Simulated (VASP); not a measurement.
A run of VASP 6.6.1 is set up as follows.

INCAR

```
  PREC = Accurate
  ENCUT = 520
  EDIFF = 1E-6
  ISMEAR = 0
  SIGMA = 0.15
  LREAL = False
  LASPH = True
  NELM = 100
  ALGO = Fast
  ISIF = 2
  LWAVE = False
  LCHARG = False
  GGA = PS
  NBANDS = 12
```

The input KPOINTS:

```
regular mesh
0
Gamma
  28 28 28
```

The input POSCAR:

```
Ag
1.0
   -1.7517963973      1.7517963973      1.3664011899
    1.7517963973     -1.7517963973      1.3664011899
    1.7517963973      1.7517963973     -1.3664011899
Ag
1
Direct
    0.0000000000      0.0000000000      0.0000000000
```

Potentials or basis: VASP PAW PBE potentials, release 64 (Ag).

Command:

```sh
$ cat potpaw_PBE.64/Ag/POTCAR > POTCAR
$ mpirun -np 1 vasp_std > vasp.out
```

Problem. Estimate the pressure.

Solution. 1.9 GPa.

Stress tensor (GPa, compression positive):
```
-1.15  0.00  0.00
 0.00 -1.15  0.00
 0.00  0.00  7.91
```

Caveat: the PAW data sets were made with another functional, which shifts forces and pressure a little.
